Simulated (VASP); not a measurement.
# SnSe (Immm) in VASP: further runs, part 2 of 2

VASP 6.6.1.

## (5) Single point, LDA (strain +0.0025 x Voigt [0, 0, 0, 0, 1, 0])

Contents of INCAR:

```
SYSTEM = SnSe
PREC     = Accurate       ! precision mode
ENCUT    = 520            ! plane-wave cutoff, eV
EDIFF    = 1E-7           ! SCF threshold, eV
ISMEAR   = 0              ! smearing method
SIGMA    = 0.05           ! smearing width, eV
LREAL    = .FALSE.        ! projectors in reciprocal space
LASPH    = .TRUE.         ! aspherical terms in the spheres
NELM     = 60             ! most SCF steps
ALGO     = Normal         ! electronic algorithm
ISIF     = 2              ! what is computed and relaxed
LWAVE    = .FALSE.        ! write WAVECAR
LCHARG   = .FALSE.        ! write CHGCAR
GGA      = CA             ! functional
NBANDS   = 17             ! bands
```

Contents of KPOINTS:

```
Automatic mesh
0
G
  8 8 8
  0 0 0
```

Contents of POSCAR:

```
SnSe
1.0
    0.0037625000      3.0100000000      3.0100000000
    3.0137625000      0.0000000000      3.0137625000
    3.0100000000      3.0100000000      0.0037625000
Sn Se
1 1
Direct
    0.0000000000      0.0000000000      0.0000000000
    0.5000000000      0.5000000000      0.5000000000
```

Potentials or basis: VASP PAW LDA potentials, release 64 (Sn_d, Se).

On the command line:

```
$ cat potpaw_LDA.64/Sn_d/POTCAR potpaw_LDA.64/Se/POTCAR > POTCAR
$ mpirun -np 1 vasp_std > vasp.out
```

OUTCAR:

```text
SYSTEM = SnSe
   PREC = Accurate
   ENCUT = 520
   EDIFF = 1E-7
   ISMEAR = 0
   LREAL = .FALSE.
   LASPH = .TRUE.
   NELM = 60
   ISIF = 2
   GGA = CA

 ion  position               nearest neighbor table
   1  0.000  0.000  0.000-   2 3.01   2 3.01   2 3.01   2 3.01   2 3.01   2 3.01
   2  0.500  0.500  0.500-   1 3.01   1 3.01   1 3.01   1 3.01   1 3.01   1 3.01

  LATTYP: Found a body centered orthorhombic cell.
 ALAT       =     4.2514618442
 B/A-ratio  =     1.0025031289
 C/A-ratio  =     1.4159835418

  Lattice vectors:

[... 668 lines left out ...]

  FORCE on cell =-STRESS in cart. coord.  units (eV):
  Direction    XX          YY          ZZ          XY          YZ          ZX
  --------------------------------------------------------------------------------------
  -------------------------------------------------------------------------------------
  Total       -1.1210207     -1.1210381     -1.1210207      0.0000000      0.0000000     -0.0169905
  in kB      -32.9302782    -32.9307892    -32.9302782      0.0000000      0.0000000     -0.4991008
  external PRESSURE =     -32.9304485 kB  Pullay stress =       0.0000000 kB

 VOLUME and BASIS-vectors are now :
 -----------------------------------------------------------------------------
  energy-cutoff  :      520.00
  volume of cell :       54.54
      direct lattice vectors                 reciprocal lattice vectors
     0.003762500  3.010000000  3.010000000    -0.166320858  0.166112957  0.166320858
     3.013762500  0.000000000  3.013762500     0.165905575 -0.166112957  0.165905575
     3.010000000  3.010000000  0.003762500     0.166320858  0.166112957 -0.166320858

 POSITION                                       TOTAL-FORCE (eV/Angst)
 -----------------------------------------------------------------------------------
      0.00000      0.00000      0.00000         0.000000     -0.000000      0.000000
      3.01376      3.01000      3.01376        -0.000000      0.000000     -0.000000
 -----------------------------------------------------------------------------------
    total drift:                                0.000000     -0.000000     -0.000000

  FREE ENERGIE OF THE ION-ELECTRON SYSTEM (eV)
  ---------------------------------------------------
  free  energy   TOTEN  =        -9.4748399052 eV

  energy  without entropy=       -9.4748399052  energy(sigma->0) =       -9.47483991
```

OSZICAR:

```text
N       E                     dE             d eps       ncg     rms          rms(c)
DAV:   1     0.130438470119E+03    0.13044E+03   -0.97670E+03  3298   0.143E+03
DAV:   2     0.331628954764E+01   -0.12712E+03   -0.12326E+03  3433   0.343E+02
DAV:   3    -0.931433991608E+01   -0.12631E+02   -0.12507E+02  3836   0.948E+01
DAV:   4    -0.965739865913E+01   -0.34306E+00   -0.34275E+00  3876   0.163E+01
DAV:   5    -0.966722006149E+01   -0.98214E-02   -0.98209E-02  4581   0.274E+00    0.314E+00
DAV:   6    -0.948244339071E+01    0.18478E+00   -0.46541E-01  4762   0.398E+00    0.188E+00
DAV:   7    -0.947644503337E+01    0.59984E-02   -0.65896E-02  3870   0.114E+00    0.914E-01
DAV:   8    -0.947504267700E+01    0.14024E-02   -0.68358E-03  3820   0.686E-01    0.893E-02
DAV:   9    -0.947483222301E+01    0.21045E-03   -0.13203E-03  4636   0.259E-01    0.409E-02
DAV:  10    -0.947483929672E+01   -0.70737E-05   -0.93971E-05  3735   0.564E-02    0.817E-03
DAV:  11    -0.947483991893E+01   -0.62221E-06   -0.49049E-06  4428   0.155E-02    0.260E-03
DAV:  12    -0.947483990523E+01    0.13705E-07   -0.32507E-07  3566   0.817E-03
   1 F= -.94748399E+01 E0= -.94748399E+01  d E =-.209244E-18
```

stdout:

```text
POSCAR found type information on POSCAR SnSe
 POSCAR found :  2 types and       2 ions
 scaLAPACK will be used
 LDA part: xc-table for (Slater(with rela. corr.)+CA(PZ))
 , standard interpolation
 POSCAR, INCAR and KPOINTS ok, starting setup
 FFT: planning ... GRIDC
 FFT: planning ... GRID_SOFT
 FFT: planning ... GRID
 WAVECAR not read
 entering main loop
```

Run time: 94 s. Hardware: 1 thread of Intel Xeon 8259CL, shared host; peak memory 0.22 GiB.

What came out:

```yaml
Free_energy: -9.4748 eV
Pressure: -3.3 GPa
Band_gap_on_the_k_mesh: 0.62 eV (least direct gap 0.63 eV)
```

Levels at points of the mesh, in eV from the valence-band top:
```tsv
k point	band 6	band 7	band 8	band 9	band 10	band 11	band 12	band 13	band 14	band 15
(0.00, 0.00, 0.00)	-13.78	-5.09	-2.08	-2.07	-2.06	4.31	4.31	4.31	5.94	5.96
(0.50, 0.00, 0.00)	-12.84	-8.01	-1.82	-1.82	-0.01	0.62	1.27	1.28	8.25	10.14
(0.00, 0.50, 0.00)	-12.84	-8.02	-1.82	-1.81	0.00	0.63	1.28	1.29	8.24	10.13
(0.50, 0.50, 0.00)	-12.56	-6.02	-5.38	-3.53	-3.53	3.08	5.35	5.35	5.97	10.61
(0.50, 0.00, 0.50)	-12.56	-6.02	-5.38	-3.55	-3.52	3.08	5.34	5.35	5.97	10.61
```

Caveat: the cell differs from its parent crystal (strain +0.0025 x Voigt [0, 0, 0, 0, 1, 0]); the cell stands under tension; semilocal functionals underestimate gaps, and a narrow one can read as zero; spin-orbit coupling is left out, which moves the levels of the heavy elements.

## (6) The runs side by side

| cell | gap on the mesh (eV) | pressure (GPa) |
| --- | --- | --- |
| a = 4.257, b = 4.294 Å, angles 59.7, 59.4, 59.7°, 2 atoms | 0.55 | -3.3 |
| a = 4.257, b = 4.283 Å, angles 59.8, 59.6, 59.8°, 2 atoms | 0.57 | -3.3 |
| a = 4.257, b = 4.273 Å, angles 59.9, 59.8, 59.9°, 2 atoms | 0.59 | -3.3 |
| a = 4.257, b = 4.262 Å, angles 60.0°, 2 atoms | 0.62 | -3.3 |

Alike in all rows: task single point; level LDA; potentials or basis VASP PAW LDA potentials, release 64 (Sn_d, Se); no spin polarisation; k mesh 8 × 8 × 8; cutoff (eV) 520; smearing gaussian 0.05 eV.

Caveats: the cell stands under tension; semilocal functionals underestimate gaps, and a narrow one can read as zero; spin-orbit coupling is left out, which moves the levels of the heavy elements.

Total energies depend on the potentials used, so only differences within one code and one set of settings carry meaning.
